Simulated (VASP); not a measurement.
# SnS2 (P-3m1) in VASP: settings compared

SnS2 is run at these levels: HSE06, r2SCAN; tasks: single point.

Everything below comes from runs of VASP 6.6.1. Logs are shortened: lines on timing, memory, paths and dates and some standing lists are left out, and cuts for length are marked.

## (1) The cell of the first run

Symmetry: P-3m1, No. 164, trigonal system. Conventional cell: a = 3.807 Å, b = 3.807 Å, c = 6.200 Å, α = 90.00°, β = 90.00°, γ = 120.00°. Sn (site symmetry -3m) has 6 S at 2.62 Å within 3.5 Å. S (site symmetry 3m) has 3 Sn at 2.62 Å and 3 S at 3.59 Å within 3.6 Å.

## (2) Single point, HSE06 (strain +4.0%)

POSCAR

```
SnS2
1.0
    3.8071849988      0.0000000000      0.0000000000
   -1.9035924994      3.2971189259      0.0000000000
    0.0000000000      0.0000000000      6.2002520912
Sn S
1 2
Direct
    0.0000000000      0.0000000000      0.0000000000
    0.3333333333      0.6666666667      0.2289856310
    0.6666666667      0.3333333333      0.7710143690
```

INCAR.step1

```
SYSTEM = SnS2
  PREC = Accurate
  ENCUT = 400
  EDIFF = 1E-5
  ISMEAR = 0
  SIGMA = 0.01
  LREAL = .False.
  LASPH = .True.
  NELM = 120
  ALGO = Normal
  ISIF = 2
  LWAVE = .True.
  LCHARG = .False.
  NBANDS = 20
  GGA = PE
  GGA_COMPAT = .False.
  KPAR = 4
```

INCAR.step2

```
SYSTEM = SnS2
  PREC = Accurate
  ENCUT = 400
  EDIFF = 1E-6
  ISMEAR = 0
  SIGMA = 0.01
  LREAL = .False.
  LASPH = .True.
  NELM = 120
  ALGO = Normal
  ISIF = 2
  LWAVE = .False.
  LCHARG = .False.
  GGA = PE
  LHFCALC = .True.
  HFSCREEN = 0.2079
  PRECFOCK = Normal
  NBANDS = 20
  ISTART = 1
  GGA_COMPAT = .False.
  KPAR = 4
```

KPOINTS

```
regular mesh
0
Gamma
  6 6 4
  0 0 0
```

Potentials or basis: VASP PAW PBE potentials, release 64 (Sn_d, S).

The run is started by

```
cat potpaw_PBE.64/Sn_d/POTCAR potpaw_PBE.64/S/POTCAR > POTCAR
cp INCAR.step1 INCAR
mpirun -np 4 vasp_std > vasp.out
cp INCAR.step2 INCAR
mpirun -np 4 vasp_std > vasp.out
```

OUTCAR:

```text
SYSTEM = SnS2
   PREC = Accurate
   ENCUT = 400
   EDIFF = 1E-6
   ISMEAR = 0
   LREAL = .False.
   LASPH = .True.
   NELM = 120
   ISIF = 2
   GGA = PE
   LHFCALC = .True.
   HFSCREEN = 0.2079
   PRECFOCK = Normal
   ISTART = 1

 ion  position               nearest neighbor table
   1  0.000  0.000  0.000-   2 2.62   3 2.62   3 2.62   2 2.62   3 2.62   2 2.62
   2  0.333  0.667  0.229-   1 2.62   1 2.62   1 2.62
   3  0.667  0.333  0.771-   1 2.62   1 2.62   1 2.62

  LATTYP: Found a hexagonal cell.
 ALAT       =     3.8071849988
 C/A-ratio  =     1.6285660122

  Lattice vectors:

 A1 = (   3.8071849988,   0.0000000000,   0.0000000000)
 A2 = (  -1.9035924994,   3.2971189259,   0.0000000000)
 A3 = (   0.0000000000,   0.0000000000,   6.2002520912)

Analysis of symmetry for initial positions (statically):
=====================================================================
 Subroutine PRICEL returns:
 Original cell was already a primitive cell.

 Routine SETGRP: Setting up the symmetry group for a
 hexagonal supercell.

 Subroutine GETGRP returns: Found 12 space group operations
 (whereof 12 operations were pure point group operations)
 out of a pool of 24 trial point group operations.

The static configuration has the point symmetry D_3d.

Analysis of symmetry for dynamics (positions and initial velocities):
=====================================================================
 Subroutine PRICEL returns:
 Original cell was already a primitive cell.

 Routine SETGRP: Setting up the symmetry group for a
 hexagonal supercell.

 Subroutine GETGRP returns: Found 12 space group operations
 (whereof 12 operations were pure point group operations)
 out of a pool of 24 trial point group operations.

The dynamic configuration has the point symmetry D_3d.

 Subroutine INISYM returns: Found 12 space group operations
 (whereof 12 operations are pure point group operations),
 and found     1 'primitive' translations

----------------------------------------------------------------------------------------

                                     Primitive cell

  volume of cell :      77.8302

[... 90 lines left out ...]
   LREAL  =      F    real-space projection
   EDIFFG = 0.1E-04   stopping-criterion for IOM
   NSW    =      0    number of steps for IOM
   IBRION =     -1    ionic relax: 0-MD 1-quasi-New 2-CG
   NFREE  =      0    steps in history (QN), initial steepest desc. (CG)
   ISIF   =      2    stress and relaxation
   ISYM   =      3    0-nonsym 1-usesym 2-fastsym
   POTIM  = 0.5000    time-step for ionic-motion
   TEBEG  =    0.0;   TEEND  =   0.0 temperature during run
   PSTRESS=    0.0 pullay stress
   NELECT =      26.0000    total number of electrons
   NUPDOWN=      -1.0000    fix difference up-down
   EMIN   =  10.00;   EMAX   =-10.00  energy-range for DOS
   EFERMI =   0.00;   METHOD = LEGACY
   ISMEAR =     0;   SIGMA  =   0.01  broadening in eV -4-tet -1-fermi 0-gaus
   EFERMI_NEDOS =   21; number of points for ismear=-14 and -15
   IALGO  =     38    algorithm
   IMIX   =      1    mixing-type and parameters
     AMIX     =   0.40;   BMIX     =  1.00
     AMIX_MAG =   1.60;   BMIX_MAG =  1.00
  volume/ion in A,a.u.               =      25.94       175.07
  Fermi-wavevector in a.u.,A,eV,Ry     =   1.135926  2.146589 17.555971  1.290327
  Thomas-Fermi vector in A             =   2.272631
   LORBIT       =      0    0 simple, 1 ext, 2 COOP (PROOUT), +10 PAW based schemes
   GGA     = PE    functional components
   LHFCALC =     T    Hartree Fock is set to
   PRECFOCK=normal    Normal, Fast or Accurate (Low or Medium for compatibility)
   ENCUT4O =  -1.0   cutoff for four orbital integrals eV
   NKREDX  =     1    reduce k-point grid by
   NKREDY  =     1    reduce k-point grid by
   NKREDZ  =     1    reduce k-point grid by
   AEXX    =    0.2500 exact exchange contribution
   HFSCREEN=    0.2079 screening length (either q_TF or 0.3 A-1)
   HFSCREENC=   0.2079 screening length for correlation (either q_TF or 0.3 A-1)
   ENCUTFOCK=  -1.0 apply spherical cutoff to Coloumb kernel
   IVDW    =     0    specifies the selected vdW correction
   LEPSILON=     F    determine dielectric tensor
   LRPA    =     F    only Hartree local field effects (RPA)
 non-spin polarized calculation
 Gauss-broadening in eV      SIGMA  =   0.01
  energy-cutoff  :      400.00
  volume of cell :       77.83
 maximum number of plane-waves:      1448
 NGX is ok and might be reduce to    28
  NGX = 20; NGY = 20; NGZ = 32

 number of electron      26.0000010 magnetization

 Free energy of the ion-electron system (eV)
  ---------------------------------------------------
  ext. energy  EPLUGINS =         0.00000000
  ---------------------------------------------------
  free energy    TOTEN  =       -16.11034416 eV

  energy without entropy =      -16.11034416  energy(sigma->0) =      -16.11034416

 E-fermi :   2.6734     XC(G=0):  -7.4046

 val. band max:        2.5827227220   @ k =   0.0000   0.0000   0.0000
 cond. band min:       4.8274008766   @ k =   0.5000   0.0000   0.2500
 fundamental gap:      2.2446781546
 Fermi energy:         2.6734387921

 k-point     1 :       0.0000    0.0000    0.0000
  band No.  band energies     occupation
      1     -20.2676      2.00000
      2     -20.2676      2.00000
      3     -20.2343      2.00000
      4     -20.2008      2.00000
      5     -20.2008      2.00000
      6     -11.9699      2.00000
[... 541 lines left out ...]
     19      12.7965      0.00000
     20      12.9099      0.00000

------------------------ aborting loop because EDIFF is reached ----------------------------------------

  FORCE on cell =-STRESS in cart. coord.  units (eV):
  Direction    XX          YY          ZZ          XY          YZ          ZX
  --------------------------------------------------------------------------------------
  -------------------------------------------------------------------------------------
  Total       -2.9026609     -2.9026609     -0.6296271      0.0000000      0.0000000     -0.0000000
  in kB      -59.7528932    -59.7528932    -12.9612261      0.0000000      0.0000000     -0.0000000
  external PRESSURE =     -44.1556709 kB  Pullay stress =       0.0000000 kB

 VOLUME and BASIS-vectors are now :
 -----------------------------------------------------------------------------
  energy-cutoff  :      400.00
  volume of cell :       77.83
      direct lattice vectors                 reciprocal lattice vectors
     3.807184999  0.000000000  0.000000000     0.262661258  0.151647548  0.000000000
    -1.903592499  3.297118926  0.000000000     0.000000000  0.303295096  0.000000000
     0.000000000  0.000000000  6.200252091     0.000000000  0.000000000  0.161283765

 POSITION                                       TOTAL-FORCE (eV/Angst)
 -----------------------------------------------------------------------------------
      0.00000      0.00000      0.00000        -0.000000      0.000000      0.000000
     -0.00000      2.19808      1.41977        -0.000000     -0.000000     -0.274129
      1.90359      1.09904      4.78048         0.000000      0.000000      0.274129
 -----------------------------------------------------------------------------------
    total drift:                               -0.000000     -0.000000     -0.000002

  FREE ENERGIE OF THE ION-ELECTRON SYSTEM (eV)
  ---------------------------------------------------
  free  energy   TOTEN  =       -16.1103441612 eV

  energy  without entropy=      -16.1103441612  energy(sigma->0) =      -16.11034416
```

It took 28 min on 4 MPI ranks of Intel Xeon Platinum 8259CL at 2.50GHz (Skylake/Cascade Lake), shared host; peak memory 0.29 GiB.

What came out:

| Quantity | Value |
| --- | --- |
| Free energy | -16.1103 eV |
| Pressure | -4.4 GPa |
| Largest force | 0.274 eV/Å |
| Band gap on the k mesh | 2.24 eV (least direct gap 2.28 eV) |

Forces in eV/Å, atoms in the order of the input:
```
Sn   0.000  0.000  0.000
S    0.000  0.000 -0.274
S    0.000  0.000  0.274
```

Stress tensor (GPa, compression positive):
```
-5.98  0.00  0.00
 0.00 -5.98  0.00
 0.00  0.00 -1.30
```

Levels at points of the mesh, in eV from the valence-band top:
| k point | band 9 | band 10 | band 11 | band 12 | band 13 | band 14 | band 15 | band 16 | band 17 | band 18 |
| --- | --- | --- | --- | --- | --- | --- | --- | --- | --- | --- |
| (0.00, 0.00, 0.00) | -0.84 | -0.84 | -0.47 | -0.47 | 0.00 | 2.28 | 4.22 | 6.12 | 6.12 | 9.62 |
| (0.50, 0.00, 0.00) | -4.32 | -2.70 | -2.31 | -0.62 | -0.32 | 2.30 | 5.45 | 7.39 | 7.45 | 8.94 |
| (0.00, 0.00, 0.50) | -1.30 | -0.87 | -0.87 | -0.41 | -0.41 | 3.12 | 4.25 | 5.97 | 5.97 | 9.83 |
| (0.50, 0.00, 0.50) | -4.58 | -2.63 | -1.75 | -0.56 | -0.50 | 2.29 | 5.70 | 7.16 | 7.69 | 7.98 |

Caveat: the cell differs from its parent crystal (strain +4.0%); the cell stands under tension; the PAW data sets were made with another functional, which shifts forces and pressure a little; spin-orbit coupling is left out, which moves the levels of the heavy elements; this functional lacks dispersion, which binds layers or chains, so the pressure and a relaxed spacing across them are unreliable. A k mesh can miss the band edges.

## (3) Single point, r2SCAN, non-collinear spin, zero start, spin-orbit coupling (strain +4.0%)

POSCAR is that of step 2.

INCAR.step1

```
SYSTEM = SnS2
PREC = Accurate ; ENCUT = 550
ISMEAR = 0 ; SIGMA = 0.01
LREAL = .FALSE. ; LASPH = .TRUE.
NELM = 200 ; MAGMOM = 0 0 0 0 0 0 0 0 0
LSORBIT = .TRUE. ; GGA_COMPAT = .FALSE.
NBANDS = 39 ; GGA = PE
ALGO = Normal ; EDIFF = 1E-5
LWAVE = .TRUE. ; LCHARG = .FALSE.
```

INCAR.step2

```
SYSTEM = SnS2
PREC = Accurate ; ENCUT = 550
EDIFF = 1E-6 ; ISMEAR = 0
SIGMA = 0.01 ; LREAL = .FALSE.
LASPH = .TRUE. ; NELM = 200
ALGO = Normal ; ISIF = 2
LWAVE = .FALSE. ; LCHARG = .TRUE.
MAGMOM = 0 0 0 0 0 0 0 0 0 ; LORBIT = 11
LSORBIT = .TRUE. ; GGA_COMPAT = .FALSE.
LORBMOM = .TRUE. ; METAGGA = R2SCAN
LMIXTAU = .TRUE. ; LVHAR = .TRUE.
NBANDS = 39 ; ISTART = 1
```

KPOINTS

```
Automatic mesh
0
G
  12 12 4
  0 0 0
```

Potentials or basis: VASP PAW PBE potentials, release 64 (Sn_d, S).

The run is started by

```
cat potpaw_PBE.64/Sn_d/POTCAR potpaw_PBE.64/S/POTCAR > POTCAR
cp INCAR.step1 INCAR
mpirun -np 1 vasp_ncl > vasp.out
cp INCAR.step2 INCAR
mpirun -np 1 vasp_ncl > vasp.out
```

Run time: 63 min. Hardware: 1 thread of Oxide Virtual Turin-like, shared host; peak memory 0.62 GiB.

Results (log left out):

```
Free energy                                           : -42.1889 eV
Pressure                                              : -3.5 GPa
Largest force                                         : 0.036 eV/Å
Net moment                                            : 0.00 μB per cell
Valence electrons inside the program's atomic spheres : Sn 12.11; S 3.69
```

Forces on the atoms (eV/Å):
```
Sn   0.000  0.000  0.000
S    0.000  0.000 -0.036
S    0.000  0.000  0.036
```

Stress tensor (GPa, compression positive):
```
-5.02  0.00  0.00
 0.00 -5.02  0.00
 0.00  0.00 -0.47
```

Moments on the atoms (μB; x, y, z):
```
Sn  0.00 0.00 0.00
S   0.00 0.00 0.00
S   0.00 0.00 0.00
```

Caveat: the cell differs from its parent crystal (strain +4.0%); the cell stands under tension; the PAW data sets were made with another functional, which shifts forces and pressure a little.
